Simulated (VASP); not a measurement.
Cd, 1 atom in the cell. The structure is cubic, space group Pm-3m (No. 221). The conventional cell has a = 2.906 Å, b = 2.906 Å, c = 2.906 Å, α = 90.00°, β = 90.00°, γ = 90.00°. Cd (site symmetry m-3m) has 6 Cd at 2.91 Å within 3.8 Å. 

- Program: VASP 6.6.1
- Task: single point
- Functional: PBEsol
- Potentials or basis: VASP PAW PBE potentials, release 64 (Cd)
- Cutoff: 520 eV
- k mesh: 11 × 11 × 11
- Occupations: fermi-dirac, width 0.136057 eV
- Spin: no spin polarisation
- Dipole correction: no
- Further INCAR settings: ALGO = Normal; EDIFF = 1e-06; NBANDS = 12

Potentials or basis: VASP PAW PBE potentials, release 64 (Cd).

The run is started by

```bash
$ cat potpaw_PBE.64/Cd/POTCAR > POTCAR
$ mpirun -np 1 vasp_std > vasp.out
```

Hardware: 1 thread of AMD EPYC 7R43 64-Core Processor (Zen 3), with other jobs on the host.

Problem. How long does it take, and how much memory?

Solution. It took 18 s on 1 thread of AMD EPYC 7R43 64-Core Processor (Zen 3) (shared host), peak memory 0.11 GiB. Counts: scf iterations 11, k points 56.
